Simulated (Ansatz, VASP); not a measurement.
Two plane-wave programs on InSe

```xyz
4
Lattice="0.0000 3.6983 3.6983 3.6983 0.0000 3.6983 3.6983 3.6983 0.0000" Properties=species:S:1:pos:R:3 pbc="T T T"
In    1.8491    1.8491    1.8491
In    0.0000    0.0000    0.0000
Se    5.5474    5.5474    5.5474
Se    3.6983    3.6983    3.6983
```

Alike in both runs: task relaxation of cell and atoms; functional PBE; k mesh 12 × 12 × 12; occupations gaussian, width 0.1 eV; no spin polarisation.

|  | VASP | Ansatz |
| --- | --- | --- |
| version | VASP 6.6.1 | Ansatz 0.2.0 |
| potentials or method | VASP PAW PBE potentials, release 64 (In_d, Se), cutoff 600 eV | scalar-relativistic, plane waves, PAW |
| valence electrons in the cell | 38 | 58 |

```csv
,VASP,Ansatz,Ansatz less VASP
"gap on the k mesh at the Fermi level, each at its own relaxed structure (eV)",none,none,-
relaxed volume (Å³/atom),24.95,24.91,-0.039
relaxed cell length with the largest relative difference (Å),5.206,5.204,-0.0027
```

A gap of «none» marks a metal or a gap that the smearing closes. VASP's potentials hold 38 valence electrons a cell and Ansatz's 58, so a difference there can come from the potentials and not from the codes.
